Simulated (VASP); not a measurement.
A run of VASP 6.6.1 is set up as follows.

The input INCAR:

```
  PREC = Accurate
  ENCUT = 520
  EDIFF = 1E-7
  ISMEAR = 0
  SIGMA = 0.15
  LREAL = F
  LASPH = T
  NELM = 60
  ALGO = Normal
  ISIF = 2
  LWAVE = F
  LCHARG = T
  GGA = PE
  LELF = T
  LVHAR = T
  NBANDS = 14
```

Contents of KPOINTS:

```
regular mesh
0
Gamma
  18 18 18
```

The input POSCAR:

```
HfN
1.0
    0.0000000000      2.1234600000      2.2590000000
    2.1234600000      0.0000000000      2.2590000000
    2.1234600000      2.1234600000      0.0000000000
Hf N
1 1
Direct
    0.0000000000      0.0000000000      0.0000000000
    0.5000000000      0.5000000000      0.5000000000
```

Potentials or basis: VASP PAW PBE potentials, release 64 (Hf_pv, N).

Run with:

```sh
$ cat potpaw_PBE.64/Hf_pv/POTCAR potpaw_PBE.64/N/POTCAR > POTCAR
$ mpirun -np 1 vasp_std > vasp.out
```

Problem. Estimate the pressure.

Solution. 52.1 GPa.

Problem. Predict the band gap on the k mesh.

Solution. Zero (an odd number of electrons rules out a gap without spin polarisation).

Stress tensor (GPa, compression positive):
```
68.77  0.00  0.00
 0.00 68.77  0.00
 0.00  0.00 18.69
```

Caveat: the cell differs from its parent crystal (strain -0.0600 x Voigt [1, 1, 0, 0, 0, 0]); the cell stands under pressure; spin-orbit coupling is left out, which moves the levels of the heavy elements.
